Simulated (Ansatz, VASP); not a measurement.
# One calculation of BN, two programs

```
N B
1.0
     2.55394    0.00000    0.00000
    -1.27697    2.21178    0.00000
     0.00000    0.00000    4.22685
N B
2 2
Direct
  0.33333 0.66667 0.12528
  0.66667 0.33333 0.62528
  0.33333 0.66667 0.49972
  0.66667 0.33333 0.99972
```

Alike in both runs: task single point; functional PBE-based screened hybrid; k mesh 6 × 6 × 3; occupations fermi-dirac, width 0.05 eV; no spin polarisation.

|  | VASP | Ansatz |
| --- | --- | --- |
| version | VASP 6.6.1 | Ansatz 0.2.0 |
| potentials or method | VASP PAW PBE potentials, release 64 (N, B) | Ansatz PAW |
| plane-wave cutoff (eV) | 520 | 420 |
| valence electrons in the cell | 16 | 16 |

VASP gave:

| Item | Value |
| --- | --- |
| gap on the k mesh at the Fermi level (eV) | 6.54 |
| least direct gap on the mesh (eV) | 9.91 |
| pressure (GPa) | -8.7 |
| traceless stress, the component that is largest in VASP (GPa) | -0.84 |
| rms of the force components (eV/Å) | 0.020 |

What did Ansatz give for the same quantities?

gap on the k mesh at the Fermi level (eV): 6.56; least direct gap on the mesh (eV): 9.92; pressure (GPa): -9.1; traceless stress, the component that is largest in VASP (GPa): -0.81; rms of the force components (eV/Å): 0.022.

VASP's potentials were made for PBE, not for PBE-based screened hybrid. Atom by atom the forces differ by 0.002 eV/Å (rms over components).

The k mesh is coarse, so the values compare programs but aren't converged. Noted on Ansatz's run: odd divisions of the mesh miss points on the zone boundary, where band edges often lie, so the gap on the mesh can be too wide.
